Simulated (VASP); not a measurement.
**CdI2: single point with r2SCAN**

The system is CdI2.

```
CELL_PARAMETERS angstrom
4.24701 0.00000 0.00000
-2.12350 3.67802 0.00000
0.00000 0.00000 6.89503
ATOMIC_POSITIONS crystal
Cd 0.00000 0.00000 0.00000
I 0.33333 0.66667 0.24939
I 0.66667 0.33333 0.75061
```

```
Program                : VASP 6.6.1
Task                   : single point
Functional             : r2SCAN
Potentials or basis    : VASP PAW PBE potentials, release 64 (Cd, I)
Cutoff                 : 550 eV
k mesh                 : 6 × 6 × 2
Occupations            : gaussian, width 0.01 eV
Spin                   : no spin polarisation
Dipole correction      : no
Further INCAR settings : ALGO = Normal; EDIFF = 1e-06; NBANDS = 20
```

- Pressure: 0.9 GPa
- Largest force: 0.020 eV/Å
- Band gap on the k mesh: 2.82 eV, indirect (least direct gap 3.20 eV)

Forces in eV/Å, atoms in the order of the input:
```
Cd   0.000  0.000  0.000
I    0.000  0.000  0.020
I    0.000  0.000 -0.020
```

Levels at points of the mesh, in eV from the valence-band top:
| k point | band 11 | band 12 | band 13 | band 14 | band 15 | band 16 |
| --- | --- | --- | --- | --- | --- | --- |
| (0.00, 0.00, 0.00) | -0.14 | -0.14 | -0.13 | 3.07 | 5.07 | 6.91 |
| (0.50, 0.00, 0.00) | -1.51 | -0.68 | -0.13 | 3.07 | 5.60 | 6.38 |
| (0.00, 0.00, 0.50) | -0.41 | 0.00 | 0.00 | 4.13 | 5.14 | 6.71 |
| (0.50, 0.00, 0.50) | -1.21 | -0.49 | -0.44 | 2.82 | 5.46 | 6.37 |

It took 2.5 min on 1 thread of AMD EPYC 7R13, on a shared host, peak memory 0.21 GiB.

Caveat: the k points lie up to 0.46 Å⁻¹ apart; the PAW data sets were made with another functional, which shifts forces and pressure a little; spin-orbit coupling is left out, which moves the levels of the heavy elements. r2SCAN opens gaps a little over a GGA but as a rule still falls short of measured ones.
